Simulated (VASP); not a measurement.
Set up this calculation in VASP 6.6.1, as the native input.

```
Task                   : relaxation of cell and atoms
Functional             : PBE
Dispersion             : D3(BJ)
Potentials or basis    : VASP PAW PBE potentials, release 64 (Li_sv)
Cutoff                 : 600 eV
k mesh                 : 18 × 18 × 10
Occupations            : gaussian, width 0.1 eV
Spin                   : no spin polarisation
Dipole correction      : no
Further INCAR settings : ALGO = Normal; EDIFF = 1e-07; IBRION = 2; EDIFFG = -0.005; NSW = 100; ISIF = 3
```

The structure of Li lies in POSCAR:

```
Li
1.0
    2.9448299337      0.0000000000      0.0000000000
   -1.4724149669      2.5502975324      0.0000000000
    0.0000000000      0.0000000000      4.8634974853
Li
2
Direct
    0.3333333333      0.6666666667      0.2500000000
    0.6666666667      0.3333333333      0.7500000000
```

This isn't the form of Li at room conditions, which is bcc.

One way to write it, as run:

INCAR

```
PREC = Accurate ; ENCUT = 600
EDIFF = 1E-7 ; ISMEAR = 0
SIGMA = 0.1 ; LREAL = False
LASPH = True ; NELM = 80
ALGO = Normal ; ISIF = 3
LWAVE = False ; LCHARG = False
GGA = PE ; IVDW = 12
IBRION = 2 ; NSW = 100
EDIFFG = -0.005
```

KPOINTS

```
regular mesh
0
Gamma
  18 18 10
```

Potentials or basis: VASP PAW PBE potentials, release 64 (Li_sv).

Run with:

```sh
$ cat potpaw_PBE.64/Li_sv/POTCAR > POTCAR
$ mpirun -np 1 vasp_std > vasp.out
```

Results of the run:

| Property | Result |
| --- | --- |
| Relaxed volume | 18.12 Å³/atom |
| Relaxed cell | a = 2.941 Å, b = 2.941 Å, c = 4.838 Å, α = 90.00°, β = 90.00°, γ = 120.00° |
| Space group after relaxing (to 0.1 Å) | P6_3/mmc (No. 194) |
| Energy gained by relaxing | 0.1 meV/atom |
| Ionic steps | 3 |
| Pressure after relaxing | 0.0 GPa |
| Band gap on the k mesh | zero (bands 3 and 4 overlap by 4.89 eV) |
| Dispersion energy per atom | -0.189 eV |

Caveat: the cutoff is under 1.25 times the usual one of these potentials, so pressure, stress and relaxed cells hold a basis-set (Pulay) error.

It took 75 s on 1 thread of Intel(R) Xeon(R) Platinum 8259CL CPU @ 2.50GHz (Skylake/Cascade Lake), on a shared host, peak memory 0.19 GiB.
